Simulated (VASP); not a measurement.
Pd3PbC:

```
Pd Pb C
1.0
     4.29894    0.00000    0.00000
     0.00000    4.29894    0.00000
     0.00000    0.00000    4.29894
Pd Pb C
3 1 1
Cartesian
  0.0000 2.1495 2.1495
  2.1495 2.1495 0.0000
  2.1495 0.0000 2.1495
  0.0000 0.0000 0.0000
  2.1495 2.1495 2.1495
```

* Program: VASP 6.6.1
* Task: relaxation of cell and atoms
* Functional: PBEsol
* Potentials or basis: VASP PAW PBE potentials, release 64 (Pd, Pb_d, C)
* Cutoff: 600 eV
* k mesh: 6 × 6 × 6
* Occupations: methfessel-paxton, width 0.1 eV
* Spin: no spin polarisation

At the start: pressure -8.1 GPa; volume 15.89 Å³/atom.

**Question.** How do energy, volume and symmetry change on relaxing?

**Answer.** Over 3 steps the energy falls by 22.9 meV/atom and the volume is 15.05 Å³/atom (-5.3 %); space group Pm-3m (No. 221, to 0.1 Å) before and after.

Step by step:
| step | energy change (eV) | largest force (eV/Å) | pressure (GPa) | volume (Å³) |
| --- | --- | --- | --- | --- |
| 1 | 0.0000 | 0.0000 | -8.13 | 79.45 |
| 2 | 0.0586 | 0.0000 | 12.73 | 70.54 |
| 3 | -0.1147 | 0.0000 | -0.11 | 75.24 |

Final structure:
```yaml
crystal:
  lattice:
    - [4.22167, 0.00000, 0.00000]
    - [0.00000, 4.22167, 0.00000]
    - [0.00000, 0.00000, 4.22167]
  atoms:
    - { symbol: Pd, position: [0.00000, 0.50000, 0.50000] }
    - { symbol: Pd, position: [0.50000, 0.50000, 0.00000] }
    - { symbol: Pd, position: [0.50000, 0.00000, 0.50000] }
    - { symbol: Pb, position: [0.00000, 0.00000, 0.00000] }
    - { symbol: C, position: [0.50000, 0.50000, 0.50000] }
```

Caveat: the PAW data sets were made with another functional, which shifts forces and pressure a little.
